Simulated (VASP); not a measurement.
# GaN (I4/mmm) in VASP: a series of runs

GaN is run at these levels: r2SCAN; tasks: single point.

All numbers are computed with VASP 6.6.1; they aren't measurements. Logs are shortened: lines on timing, memory, paths and dates and some standing lists are left out, and cuts for length are marked.

## 1. The cell of the first run

It takes space group I4/mmm (No. 139, tetragonal). Conventional cell: a = 3.071 Å, b = 3.071 Å, c = 4.103 Å, α = 90.00°, β = 90.00°, γ = 90.00°. Ga (site symmetry 4/mmm) has 6 N at 2.05 to 2.17 Å within 2.7 Å. N (site symmetry 4/mmm) has 6 Ga at 2.05 to 2.17 Å within 2.7 Å.

## 2. Single point, r2SCAN, non-collinear spin, zero start, spin-orbit coupling (epitaxial xy strain +3.0%)

Input file POSCAR:

```
GaN
1.0
    0.0000000000      2.1717706913      2.0512806769
    2.1717706913      0.0000000000      2.0512806769
    2.1717706913      2.1717706913      0.0000000000
Ga N
1 1
Direct
    0.0000000000      0.0000000000      0.0000000000
    0.5000000000      0.5000000000      0.5000000000
```

Input file INCAR.step1:

```
PREC = Accurate
ENCUT = 520
ISMEAR = -1
SIGMA = 0.02
LREAL = F
LASPH = T
NELM = 150
MAGMOM = 0 0 0 0 0 0
LSORBIT = T
GGA_COMPAT = F
NBANDS = 30
GGA = PE
ALGO = Normal
EDIFF = 1E-4
LWAVE = T
LCHARG = F
```

Input file INCAR.step2:

```
PREC = Accurate
ENCUT = 520
EDIFF = 1E-6
ISMEAR = -1
SIGMA = 0.02
LREAL = F
LASPH = T
NELM = 150
ALGO = Normal
ISIF = 2
LWAVE = F
LCHARG = F
MAGMOM = 0 0 0 0 0 0
LORBIT = 11
LSORBIT = T
GGA_COMPAT = F
LORBMOM = T
METAGGA = R2SCAN
LMIXTAU = T
NBANDS = 30
ISTART = 1
```

Input file KPOINTS:

```
Automatic mesh
0
Gamma
  10 10 10
```

Potentials or basis: VASP PAW PBE potentials, release 64 (Ga_d, N).

Command:

```console
> cat potpaw_PBE.64/Ga_d/POTCAR potpaw_PBE.64/N/POTCAR > POTCAR
> cp INCAR.step1 INCAR
> mpirun -np 1 vasp_ncl > vasp.out
> cp INCAR.step2 INCAR
> mpirun -np 1 vasp_ncl > vasp.out
```

OUTCAR:

```text
PREC = Accurate
   ENCUT = 520
   EDIFF = 1E-6
   ISMEAR = -1
   LREAL = F
   LASPH = T
   NELM = 150
   ISIF = 2
   LORBIT = 11
   LSORBIT = T
   METAGGA = R2SCAN
   ISTART = 1

 ion  position               nearest neighbor table
   1  0.000  0.000  0.000-   2 2.05   2 2.05   2 2.17   2 2.17   2 2.17   2 2.17
   2  0.500  0.500  0.500-   1 2.05   1 2.05   1 2.17   1 2.17   1 2.17   1 2.17

  LATTYP: Found a body centered tetragonal cell.
 ALAT       =     3.0713475660
 C/A-ratio  =     1.3357528790

  Lattice vectors:

 A1 = (   0.0000000000,  -2.1717706913,  -2.0512806769)
 A2 = (   0.0000000000,   2.1717706913,  -2.0512806769)
 A3 = (   2.1717706913,   0.0000000000,   2.0512806769)

Analysis of symmetry for initial positions (statically):
=====================================================================
 Subroutine PRICEL returns:
 Original cell was already a primitive cell.

 Routine SETGRP: Setting up the symmetry group for a
 body centered tetragonal supercell.

 Subroutine GETGRP returns: Found 16 space group operations
 (whereof 16 operations were pure point group operations)
 out of a pool of 16 trial point group operations.

The static configuration has the point symmetry D_4h.

Analysis of symmetry for dynamics (positions and initial velocities):
=====================================================================
 Subroutine PRICEL returns:
 Original cell was already a primitive cell.

 Routine SETGRP: Setting up the symmetry group for a
 body centered tetragonal supercell.

 Subroutine GETGRP returns: Found 16 space group operations
 (whereof 16 operations were pure point group operations)
 out of a pool of 16 trial point group operations.

The dynamic configuration has the point symmetry D_4h.

Analysis of structural, dynamic, and magnetic symmetry:
=====================================================================
 Subroutine PRICEL returns:
 Original cell was already a primitive cell.

 Routine SETGRP: Setting up the symmetry group for a
 body centered tetragonal supercell.

 Subroutine GETGRP returns: Found 16 space group operations
 (whereof 16 operations were pure point group operations)
 out of a pool of 16 trial point group operations.

The overall configuration has the point symmetry D_4h.

 Subroutine INISYM returns: Found 16 space group operations
 (whereof 16 operations are pure point group operations),
 and found     1 'primitive' translations

----------------------------------------------------------------------------------------

                                     Primitive cell

  volume of cell :      19.3501

  direct lattice vectors                    reciprocal lattice vectors
     0.000000000  2.171770691  2.051280677    -0.230226884  0.230226884  0.243750163
     2.171770691  0.000000000  2.051280677     0.230226884 -0.230226884  0.243750163
     2.171770691  2.171770691  0.000000000     0.230226884  0.230226884 -0.243750163

  length of vectors
     2.987363445  2.987363445  3.071347566     0.406722238  0.406722238  0.406722238

  position of ions in fractional coordinates (direct lattice)
     0.000000000  0.000000000  0.000000000
     0.500000000  0.500000000  0.500000000

  ion indices of the primitive-cell ions
   primitive index   ion index
                 1           1
                 2           2

----------------------------------------------------------------------------------------

 KPOINTS: Automatic mesh

Automatic generation of k-mesh.
 Grid dimensions read from file:
 generate k-points for:   10   10   10
[... 98 lines left out ...]
 NGX is ok and might be reduce to    24
   NGX = 11   NGY = 11   NGZ = 11

 number of electron      18.0000005 magnetization       0.0000000      0.0000000      0.0000000

 number of electron      18.0000005 magnetization      -0.0000000     -0.0000000     -0.0000000

 number of electron      18.0000005 magnetization      -0.0000000      0.0000000     -0.0000000

 number of electron      18.0000005 magnetization      -0.0000000      0.0000000      0.0000000

 Free energy of the ion-electron system (eV)
  ---------------------------------------------------
  ext. energy  EPLUGINS =         0.00000000
  ---------------------------------------------------
  free energy    TOTEN  =       -20.94920532 eV

  energy without entropy =      -20.94920532  energy(sigma->0) =      -20.94920532

 E-fermi :   7.7018     XC(G=0): -14.0091

 val. band max:        7.3565528534   @ k =  -0.2000   0.0000   0.2000
 cond. band min:       7.9991127514   @ k =   0.5000   0.5000   0.0000
 fundamental gap:      0.6425598980
 Fermi energy:         7.7017794417

 k-point     1 :       0.0000    0.0000    0.0000
  band No.  band energies     occupation
      1     -10.4948      1.00000
      2     -10.4948      1.00000
      3      -7.3168      1.00000
      4      -7.3168      1.00000
      5      -7.2946      1.00000
      6      -7.2946      1.00000
[... 781 lines left out ...]
     29      32.1752      0.00000
     30      32.1752      0.00000

 [... further k-points ...]

------------------------ aborting loop because EDIFF is reached ----------------------------------------

  FORCE on cell =-STRESS in cart. coord.  units (eV):
  Direction    XX          YY          ZZ          XY          YZ          ZX
  --------------------------------------------------------------------------------------
  -------------------------------------------------------------------------------------
  Total       -0.9867271     -0.9867271      0.1865726      0.0000000      0.0000000      0.0000000
  in kB      -81.7004784    -81.7004784     15.4481140      0.0000000      0.0000000      0.0000000
  external PRESSURE =     -49.3176143 kB  Pullay stress =       0.0000000 kB

 VOLUME and BASIS-vectors are now :
 -----------------------------------------------------------------------------
  energy-cutoff  :      520.00
  volume of cell :       19.35
      direct lattice vectors                 reciprocal lattice vectors
     0.000000000  2.171770691  2.051280677    -0.230226884  0.230226884  0.243750163
     2.171770691  0.000000000  2.051280677     0.230226884 -0.230226884  0.243750163
     2.171770691  2.171770691  0.000000000     0.230226884  0.230226884 -0.243750163

 POSITION                                       TOTAL-FORCE (eV/Angst)
 -----------------------------------------------------------------------------------
      0.00000      0.00000      0.00000        -0.000000     -0.000000      0.000000
      2.17177      2.17177      2.05128         0.000000      0.000000      0.000000
 -----------------------------------------------------------------------------------
    total drift:                                0.000000     -0.000000     -0.000000

  FREE ENERGIE OF THE ION-ELECTRON SYSTEM (eV)
  ---------------------------------------------------
  free  energy   TOTEN  =       -20.9492053249 eV

  energy  without entropy=      -20.9492053244  energy(sigma->0) =      -20.94920532

 orbital moment (x)

 # of ion     p       d       tot
 ----------------------------------------
  1         0.000  -0.000  -0.000
  2        -0.000   0.000  -0.000
 ----------------------------------------
           -0.000  -0.000  -0.000

 orbital moment (y)

 # of ion     p       d       tot
 ----------------------------------------
  1         0.000  -0.000  -0.000
  2        -0.000   0.000  -0.000
 ----------------------------------------
           -0.000  -0.000  -0.000

 orbital moment (z)

 # of ion     p       d       tot
 ----------------------------------------
  1         0.000   0.000   0.000
  2         0.000   0.000   0.000
 ----------------------------------------
            0.000   0.000   0.000

 Spin-Orbit-Coupling matrix elements

 Ion:    1  E_soc:     -0.0089592
 l=   1
     0.0000000    -0.0007728    -0.0007170
    -0.0007728     0.0000000    -0.0007728
    -0.0007170    -0.0007728     0.0000000
 l=   2
     0.0000000    -0.0001555     0.0000000    -0.0001555    -0.0005861
    -0.0001555     0.0000000    -0.0004359    -0.0001553    -0.0001464
     0.0000000    -0.0004359     0.0000000    -0.0004359     0.0000000
    -0.0001555    -0.0001553    -0.0004359     0.0000000    -0.0001464
    -0.0005861    -0.0001464     0.0000000    -0.0001464     0.0000000
 l=   3
     0.0000000     0.0000000     0.0000000     0.0000000     0.0000000     0.0000000     0.0000000
     0.0000000     0.0000000     0.0000000     0.0000000     0.0000000     0.0000000     0.0000000
     0.0000000     0.0000000     0.0000000     0.0000000     0.0000000     0.0000000     0.0000000
     0.0000000     0.0000000     0.0000000     0.0000000     0.0000000     0.0000000     0.0000000
     0.0000000     0.0000000     0.0000000     0.0000000     0.0000000     0.0000000     0.0000000
     0.0000000     0.0000000     0.0000000     0.0000000     0.0000000     0.0000000     0.0000000
     0.0000000     0.0000000     0.0000000     0.0000000     0.0000000     0.0000000     0.0000000

 Ion:    2  E_soc:     -0.0000750
 l=   1
     0.0000000    -0.0000123    -0.0000129
    -0.0000123     0.0000000    -0.0000123
    -0.0000129    -0.0000123     0.0000000
 l=   2
     0.0000000     0.0000000     0.0000000     0.0000000     0.0000000
     0.0000000     0.0000000     0.0000000     0.0000000     0.0000000
     0.0000000     0.0000000     0.0000000     0.0000000     0.0000000
     0.0000000     0.0000000     0.0000000     0.0000000     0.0000000
     0.0000000     0.0000000     0.0000000     0.0000000     0.0000000
 l=   3
     0.0000000     0.0000000     0.0000000     0.0000000     0.0000000     0.0000000     0.0000000
     0.0000000     0.0000000     0.0000000     0.0000000     0.0000000     0.0000000     0.0000000
     0.0000000     0.0000000     0.0000000     0.0000000     0.0000000     0.0000000     0.0000000
     0.0000000     0.0000000     0.0000000     0.0000000     0.0000000     0.0000000     0.0000000
     0.0000000     0.0000000     0.0000000     0.0000000     0.0000000     0.0000000     0.0000000
     0.0000000     0.0000000     0.0000000     0.0000000     0.0000000     0.0000000     0.0000000
     0.0000000     0.0000000     0.0000000     0.0000000     0.0000000     0.0000000     0.0000000

 total charge

# of ion       s       p       d       tot
------------------------------------------
    1        0.676   0.698  10.194  11.568
    2        1.248   2.509   0.000   3.756
--------------------------------------------------
tot          1.923   3.207  10.194  15.324

 magnetization (x)

# of ion       s       p       d       tot
------------------------------------------
    1        0.000  -0.000   0.000  -0.000
    2        0.000   0.000   0.000   0.000
--------------------------------------------------
tot          0.000   0.000   0.000   0.000

 magnetization (y)

# of ion       s       p       d       tot
------------------------------------------
    1       -0.000   0.000   0.000   0.000
    2       -0.000  -0.000   0.000  -0.000
--------------------------------------------------
tot         -0.000   0.000   0.000   0.000

 magnetization (z)

# of ion       s       p       d       tot
------------------------------------------
    1        0.000   0.000   0.000   0.000
    2        0.000  -0.000   0.000   0.000
--------------------------------------------------
tot          0.000  -0.000   0.000   0.000
```

It took 13 min on 1 thread of AMD EPYC 7R13 (Zen 3), shared host; peak memory 0.25 GiB.

What came out:

```yaml
Free_energy: -20.9492 eV
Pressure: -4.9 GPa
Net_moment: 0.00 μB per cell
Valence_electrons_inside_the_program's_atomic_spheres: Ga 11.57; N 3.76
```

Stress tensor (GPa, compression positive):
```
-8.17  0.00  0.00
 0.00 -8.17  0.00
 0.00  0.00  1.54
```

Moments on the atoms (μB; x, y, z):
```
Ga  0.00 0.00 0.00
N   0.00 0.00 0.00
```

Caveat: the cell differs from its parent crystal (epitaxial xy strain +3.0%); the stress differs along the axes, from -8 to 2 GPa; the structure was generated, so it needn't be the stable form of GaN; the PAW data sets were made with another functional, which shifts forces and pressure a little.

## 3. Single point, r2SCAN, non-collinear spin, zero start, spin-orbit coupling (epitaxial xy strain +4.0%)

Input file POSCAR:

```
GaN
1.0
    0.0000000000      2.1928558437      2.0342577101
    2.1928558437      0.0000000000      2.0342577101
    2.1928558437      2.1928558437      0.0000000000
Ga N
1 1
Direct
    0.0000000000      0.0000000000      0.0000000000
    0.5000000000      0.5000000000      0.5000000000
```

Input file INCAR.step1:

```
SYSTEM = GaN
ALGO = Normal
EDIFF = 1E-4
ENCUT = 520
GGA = PE
GGA_COMPAT = .FALSE.
ISMEAR = -1
LASPH = .TRUE.
LCHARG = .FALSE.
LNONCOLLINEAR = .TRUE.
LREAL = .FALSE.
LSORBIT = .TRUE.
LWAVE = .TRUE.
MAGMOM = 0 0 0 0 0 0
NBANDS = 30
NELM = 150
PREC = Accurate
SIGMA = 0.02
```

Input file INCAR.step2:

```
SYSTEM = GaN
ALGO = Normal
EDIFF = 1E-6
ENCUT = 520
GGA_COMPAT = .FALSE.
ISIF = 2
ISMEAR = -1
ISTART = 1
LASPH = .TRUE.
LCHARG = .FALSE.
LMIXTAU = .TRUE.
LNONCOLLINEAR = .TRUE.
LORBIT = 11
LORBMOM = .TRUE.
LREAL = .FALSE.
LSORBIT = .TRUE.
LWAVE = .FALSE.
MAGMOM = 0 0 0 0 0 0
METAGGA = R2SCAN
NBANDS = 30
NELM = 150
PREC = Accurate
SIGMA = 0.02
```

Input file KPOINTS:

```
k-points
0
G
  10 10 10
  0 0 0
```

Potentials or basis: VASP PAW PBE potentials, release 64 (Ga_d, N).

Command:

```console
> cat potpaw_PBE.64/Ga_d/POTCAR potpaw_PBE.64/N/POTCAR > POTCAR
> cp INCAR.step1 INCAR
> mpirun -np 1 vasp_ncl > vasp.out
> cp INCAR.step2 INCAR
> mpirun -np 1 vasp_ncl > vasp.out
```

Wall time 13 min (1 thread of AMD EPYC 7R13 (Zen 3), shared host); peak memory 0.25 GiB.

Results (log left out):

* Free energy: -20.9256 eV
* Pressure: -6.5 GPa
* Net moment: 0.00 μB per cell
* Valence electrons inside the program's atomic spheres: Ga 11.56; N 3.75

Stress tensor (GPa, compression positive):
```
-10.48   0.00   0.00
  0.00 -10.48   0.00
  0.00   0.00   1.58
```

Moments on the atoms (μB; x, y, z):
```
Ga  0.00 0.00 0.00
N   0.00 0.00 0.00
```

Caveat: the cell differs from its parent crystal (epitaxial xy strain +4.0%); the stress differs along the axes, from -10 to 2 GPa; the structure was generated, so it needn't be the stable form of GaN; the PAW data sets were made with another functional, which shifts forces and pressure a little.
